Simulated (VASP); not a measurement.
Runs of VASP 6.6.1 on Ti3Al. The structure is that of space group Fm-3m (No. 225), or close to it. The cells are those of the table. 

| fixed moment (μB) | cell | pressure (GPa) | moment (μB) |
| --- | --- | --- | --- |
| 0.3 | a = 4.861 Å, angles 60.0°, 4 atoms | (a) | 0.30 |
| 2.1 | a = 4.694 Å, angles 60.0°, 4 atoms | -10.9 | 2.10 |
| 2.7 | a = 4.694 Å, angles 60.0°, 4 atoms | -10.5 | 2.70 |
| 3.0 | a = 4.513 Å, angles 60.0°, 4 atoms | (c) | 3.00 |
| 2.7 | a = 4.513 Å, angles 60.0°, 4 atoms | 1.0 | 2.70 |
| 1.5 | a = 4.605 Å, angles 60.0°, 4 atoms | (b) | 1.50 |
| 1.2 | a = 4.861 Å, angles 60.0°, 4 atoms | -17.3 | 1.20 |
| 2.7 | a = 4.605 Å, angles 60.0°, 4 atoms | -5.6 | 2.70 |

Alike in all rows: task single point; level PBEsol; potentials or basis VASP PAW PBE potentials, release 64 (Ti_sv, Al); spin collinear; k mesh 12 × 12 × 12; cutoff (eV) 520; smearing gaussian 0.15 eV.

Question: Fill in the values left out.

Answer: (a) -17.6; (b) -6.5; (c) 1.4.

Caveats: the PAW data sets were made with another functional, which shifts forces and pressure a little; the total moment is fixed, so each spin has its own Fermi level and the state may be an excited one; the cell stands under tension (at least some runs).
